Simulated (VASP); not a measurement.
A run of VASP 6.6.1:

The input INCAR:

```
SYSTEM = CaPtC4N4
PREC = Accurate ; ENCUT = 520
EDIFF = 1E-6 ; ISMEAR = 0
SIGMA = 0.1 ; LREAL = .False.
LASPH = .True. ; NELM = 150
ALGO = Normal ; ISIF = 2
LWAVE = .False. ; LCHARG = .True.
ISPIN = 2 ; MAGMOM = 0 1 0 0 0 0 0 0 0 0
LORBIT = 11 ; LMAXMIX = 4
GGA = PE ; LELF = .True.
LVHAR = .True. ; NBANDS = 43
```

The input KPOINTS:

```
Automatic mesh
0
Gamma
  4 4 4
  0 0 0
```

File POSCAR:

```
CaPtC4N4
1.0
    6.1008602900      0.0000000000      0.0000000000
    0.0000000000      6.1008602900      0.0000000000
    0.0000000000      0.0000000000      6.1008602900
Ca Pt C N
1 1 4 4
Direct
    0.0000000000      0.0000000000      0.0000000000
    0.5000000000      0.5000000000      0.5000000000
    0.1992997100      0.1992997100      0.1992997100
    0.1992997100      0.8007002900      0.8007002900
    0.8007002900      0.1992997100      0.8007002900
    0.8007002900      0.8007002900      0.1992997100
    0.3100217700      0.3100217700      0.3100217700
    0.3100217700      0.6899782300      0.6899782300
    0.6899782300      0.3100217700      0.6899782300
    0.6899782300      0.6899782300      0.3100217700
```

Potentials or basis: VASP PAW PBE potentials, release 64 (Ca_sv, Pt, C, N).

The run is started by

```sh
$ cat potpaw_PBE.64/Ca_sv/POTCAR potpaw_PBE.64/Pt/POTCAR potpaw_PBE.64/C/POTCAR potpaw_PBE.64/N/POTCAR > POTCAR
$ mpirun -np 1 vasp_std > vasp.out
```

Hardware: 1 thread of Intel(R) Xeon(R) 6975P-C (Granite Rapids), with other jobs on the host.

Task: How long does it take, and how much memory?

Result: Run time: 2.1 min on 1 thread of Intel(R) Xeon(R) 6975P-C (Granite Rapids), on a shared host, peak memory 0.5 GiB. Counts: scf iterations 18, k points 10.
